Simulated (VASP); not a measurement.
# AlN (F-43m) in VASP: further runs, part 2 of 2

VASP 6.6.1. The steps go on from the part before.

## Step 4: Single point, PBE

This run uses another cell than the first one, of 10.67 Å³/atom, 1.020 times its volume.

Input file INCAR:

```
SYSTEM = AlN
ALGO     = Normal         ! electronic algorithm
EDIFF    = 1E-7           ! SCF threshold, eV
ENCUT    = 520            ! plane-wave cutoff, eV
GGA      = PE             ! functional
ISIF     = 2              ! what is computed and relaxed
ISMEAR   = 0              ! smearing method
LASPH    = .True.         ! aspherical terms in the spheres
LCHARG   = .False.        ! write CHGCAR
LREAL    = .False.        ! projectors in reciprocal space
LWAVE    = .False.        ! write WAVECAR
NBANDS   = 11             ! bands
NELM     = 100            ! most SCF steps
PREC     = Accurate       ! precision mode
SIGMA    = 0.01           ! smearing width, eV
```

Input file KPOINTS:

```
k-points
0
Gamma
  10 10 10
  0 0 0
```

Input file POSCAR:

```
AlN
1.0
    0.0000000000      2.2015871044      2.2015871044
    2.2015871044      0.0000000000      2.2015871044
    2.2015871044      2.2015871044      0.0000000000
Al N
1 1
Direct
    0.0000000000      0.0000000000      0.0000000000
    0.7500000000      0.7500000000      0.7500000000
```

Potentials or basis: VASP PAW PBE potentials, release 64 (Al, N).

Started as:

```
cat potpaw_PBE.64/Al/POTCAR potpaw_PBE.64/N/POTCAR > POTCAR
mpirun -np 1 vasp_std > vasp.out
```

OUTCAR:

```text
SYSTEM = AlN
   EDIFF = 1E-7
   ENCUT = 520
   GGA = PE
   ISIF = 2
   ISMEAR = 0
   LASPH = .True.
   LREAL = .False.
   NELM = 100
   PREC = Accurate

 ion  position               nearest neighbor table
   1  0.000  0.000  0.000-   2 1.91   2 1.91   2 1.91   2 1.91
   2  0.750  0.750  0.750-   1 1.91   1 1.91   1 1.91   1 1.91

  LATTYP: Found a face centered cubic cell.
 ALAT       =     4.4031742088

  Lattice vectors:

 A1 = (   0.0000000000,   2.2015871044,   2.2015871044)
 A2 = (   2.2015871044,   0.0000000000,   2.2015871044)
 A3 = (   2.2015871044,   2.2015871044,   0.0000000000)

Analysis of symmetry for initial positions (statically):
=====================================================================
 Subroutine PRICEL returns:
 Original cell was already a primitive cell.

 Routine SETGRP: Setting up the symmetry group for a
 face centered cubic supercell.

 Subroutine GETGRP returns: Found 24 space group operations
 (whereof 24 operations were pure point group operations)
 out of a pool of 48 trial point group operations.

The static configuration has the point symmetry T_d .

Analysis of symmetry for dynamics (positions and initial velocities):
[... 166 lines left out ...]
 k-point     1 :       0.0000    0.0000    0.0000
  band No.  band energies     occupation
      1      -9.0976      2.00000
      2       5.7449      2.00000
      3       5.7449      2.00000
      4       5.7449      2.00000
      5       9.7294      0.00000
      6      18.0688      0.00000
      7      18.0688      0.00000
      8      18.0688      0.00000
      9      23.2416      0.00000
     10      23.2416      0.00000
     11      24.5971      0.00000
[... 309 lines left out ...]
 k-point    24 :       0.4000    0.3000    0.0000
  band No.  band energies     occupation
      1      -7.1557      2.00000
      2       1.6451      2.00000
      3       4.0693      2.00000
      4       4.3622      2.00000
      5      10.6068      0.00000
      6      15.1172      0.00000
      7      17.7149      0.00000
      8      20.0698      0.00000
      9      20.5613      0.00000
     10      26.7826      0.00000
     11      28.8936      0.00000

 [... further k-points ...]
[... 5 lines left out ...]
  --------------------------------------------------------------------------------------
  -------------------------------------------------------------------------------------
  Total       -0.0360209     -0.0360209     -0.0360209     -0.0000000     -0.0000000     -0.0000000
  in kB       -2.7041321     -2.7041321     -2.7041321     -0.0000000     -0.0000000     -0.0000000
  external PRESSURE =      -2.7041321 kB  Pullay stress =       0.0000000 kB

 VOLUME and BASIS-vectors are now :
 -----------------------------------------------------------------------------
  energy-cutoff  :      520.00
  volume of cell :       21.34
      direct lattice vectors                 reciprocal lattice vectors
     0.000000000  2.201587104  2.201587104    -0.227108888  0.227108888  0.227108888
     2.201587104  0.000000000  2.201587104     0.227108888 -0.227108888  0.227108888
     2.201587104  2.201587104  0.000000000     0.227108888  0.227108888 -0.227108888

 POSITION                                       TOTAL-FORCE (eV/Angst)
 -----------------------------------------------------------------------------------
      0.00000      0.00000      0.00000        -0.000000      0.000000     -0.000000
      3.30238      3.30238      3.30238         0.000000     -0.000000      0.000000
 -----------------------------------------------------------------------------------
    total drift:                               -0.000000     -0.000000     -0.000000

  FREE ENERGIE OF THE ION-ELECTRON SYSTEM (eV)
  ---------------------------------------------------
  free  energy   TOTEN  =       -14.8474245650 eV

  energy  without entropy=      -14.8474245650  energy(sigma->0) =      -14.84742456
```

stdout:

```text
POSCAR found type information on POSCAR AlN
 POSCAR found :  2 types and       2 ions
 scaLAPACK will be used
 LDA part: xc-table for (Slater+PW92), standard interpolation
 POSCAR, INCAR and KPOINTS ok, starting setup
 FFT: planning ... GRIDC
 FFT: planning ... GRID_SOFT
 FFT: planning ... GRID
 WAVECAR not read
 entering main loop
```

Wall time 9.8 s (1 thread of AMD EPYC 7R43 (Zen 3), shared host); peak memory 0.1 GiB.

What came out:

| Quantity | Value |
| --- | --- |
| Free energy | -14.8474 eV |
| Pressure | -0.3 GPa |
| Band gap on the k mesh | 3.31 eV, indirect (least direct gap 3.98 eV) |

A k mesh can miss the band edges.

## Step 5: Relaxation of cell and atoms, PBE

This run uses another cell than the first one, of 10.67 Å³/atom, 1.020 times its volume.

Input file INCAR:

```
PREC = Accurate
ENCUT = 600
EDIFF = 1E-6
ISMEAR = 0
SIGMA = 0.01
LREAL = False
LASPH = True
NELM = 80
ALGO = Normal
ISIF = 3
LWAVE = False
LCHARG = False
GGA = PE
IBRION = 2
NSW = 80
EDIFFG = -0.001
```

Input file KPOINTS:

```
regular mesh
0
Gamma
  10 10 10
```

POSCAR is that of step 4.

Started as:

```
cat potpaw_PBE.64/Al/POTCAR potpaw_PBE.64/N/POTCAR > POTCAR
mpirun -np 1 vasp_std > vasp.out
```

Wall time 19 s (1 thread of AMD EPYC 7R43 (Zen 3), shared host); peak memory 0.12 GiB.

Results (log left out):

```yaml
Free_energy: -14.8490 eV
Relaxed_volume: 10.65 Å³/atom
Relaxed_cell: a = 3.111 Å, b = 3.111 Å, c = 3.111 Å, α = 60.00°, β = 60.00°, γ = 60.00°
Space_group_after_relaxing_to_0.05_Å: F-43m (No. 216)
Energy_gained_by_relaxing: 0.0 meV/atom
Ionic_steps: 3
Pressure_after_relaxing: 0.0 GPa
Band_gap_on_the_k_mesh: 3.31 eV, indirect (least direct gap 4.00 eV)
```

Final structure:
```
Al N
1.0
     0.00000    2.20009    2.20009
     2.20009    0.00000    2.20009
     2.20009    2.20009    0.00000
Al N
1 1
Direct
  0.00000 0.00000 0.00000
  0.75000 0.75000 0.75000
```

Levels at points of the mesh, in eV from the valence-band top:
```
           k point  band 1  band 2  band 3  band 4  band 5  band 6  band 7  band 8
(0.00, 0.00, 0.00)  -14.86    0.00    0.00    0.00    4.00   12.34   12.34   12.34
(0.50, 0.00, 0.00)  -12.87   -5.76   -0.48   -0.48    7.18    9.71   11.01   11.01
(0.50, 0.50, 0.00)  -12.26   -4.84   -1.75   -1.75    3.31    8.48   13.66   15.46
```

A k mesh can miss the band edges. A hybrid or GW would open this gap; PBE tends to underestimate it.

## Step 6: Relaxation of cell and atoms, PBE, target pressure 4 GPa, at which the enthalpy is minimised

This run uses another cell than the first one, of 10.67 Å³/atom, 1.020 times its volume.

Input file INCAR:

```
ALGO     = Normal         # electronic algorithm
EDIFF    = 1E-7           # SCF threshold, eV
EDIFFG   = -0.001         # ionic threshold
ENCUT    = 600            # plane-wave cutoff, eV
GGA      = PE             # functional
IBRION   = 2              # ionic algorithm
ISIF     = 3              # what is computed and relaxed
ISMEAR   = 0              # smearing method
LASPH    = True           # aspherical terms in the spheres
LCHARG   = False          # write CHGCAR
LREAL    = False          # projectors in reciprocal space
LWAVE    = False          # write WAVECAR
NELM     = 80             # most SCF steps
NSW      = 80             # ionic steps
PREC     = Accurate       # precision mode
PSTRESS  = 40.0         
SIGMA    = 0.01           # smearing width, eV
```

Input file KPOINTS:

```
k-points
0
Gamma
  10 10 10
```

POSCAR is that of step 5.

Potentials or basis: VASP PAW PBE potentials, release 64 (Al, N).

Started as:

```
cat potpaw_PBE.64/Al/POTCAR potpaw_PBE.64/N/POTCAR > POTCAR
mpirun -np 1 vasp_std > vasp.out
```

Run time: 26 s. Hardware: 1 thread of AMD EPYC 7R43 (Zen 3), shared host; peak memory 0.12 GiB.

It converged, with:

```
Free energy                                            : -14.8439 eV
Relaxed volume                                         : 10.44 Å³/atom
Relaxed cell                                           : a = 3.091 Å, b = 3.091 Å, c = 3.091 Å, α = 60.00°, β = 60.00°, γ = 60.00°
Space group after relaxing (to 0.05 Å)                 : F-43m (No. 216)
Energy change on relaxing (the enthalpy is what falls) : +2.5 meV/atom
Ionic steps                                            : 3
Pressure after relaxing                                : 4.0 GPa
Band gap on the k mesh                                 : 3.32 eV, indirect (least direct gap 4.18 eV)
```

The path:
```csv
step,energy change (eV),largest force (eV/Å),pressure (GPa),volume (Å³)
1,0.0000,0.0000,-0.39,21.34
2,0.0217,0.0000,8.53,20.45
3,0.0051,0.0000,3.99,20.88
```

Final structure:
```
Al N
1.0
     0.00000    2.18562    2.18562
     2.18562    0.00000    2.18562
     2.18562    2.18562    0.00000
Al N
1 1
Direct
  0.00000 0.00000 0.00000
  0.75000 0.75000 0.75000
```

Levels at points of the mesh, in eV from the valence-band top:
```tsv
k point	band 1	band 2	band 3	band 4	band 5	band 6	band 7	band 8
(0.00, 0.00, 0.00)	-14.97	0.00	0.00	0.00	4.18	12.54	12.54	12.54
(0.50, 0.00, 0.00)	-12.93	-5.84	-0.48	-0.48	7.36	9.85	11.13	11.13
(0.50, 0.50, 0.00)	-12.29	-4.90	-1.77	-1.77	3.32	8.60	13.93	15.71
```

Caveat: the cell is relaxed towards a set pressure, so the enthalpy falls and the energy may rise.

## Step 7: The runs side by side

```tsv
task	cell	cutoff (eV)	smearing	gap on the mesh (eV)	pressure (GPa)
single point	a = 3.093 Å, angles 60.0°, 2 atoms	520	gaussian 0.01 eV	3.32	3.7
single point	a = 3.114 Å, angles 60.0°, 2 atoms	520	gaussian 0.02 eV	3.30	-0.3
single point	a = 3.114 Å, angles 60.0°, 2 atoms	520	gaussian 0.01 eV	3.31	-0.3
relaxation of cell and atoms	relaxed from a = 3.114 Å, angles 60.0°, 2 atoms	600	gaussian 0.01 eV	3.31	0.0
relaxation of cell and atoms	relaxed to 4 GPa from a = 3.114 Å, angles 60.0°, 2 atoms	600	gaussian 0.01 eV	3.32	4.0
```

Alike in all rows: level PBE; potentials or basis VASP PAW PBE potentials, release 64 (Al, N); no spin polarisation; k mesh 10 × 10 × 10.

Caveats: the cell is relaxed towards a set pressure, so the enthalpy falls and the energy may rise (some runs).

Absolute energies hang on the potentials; compare differences alone.
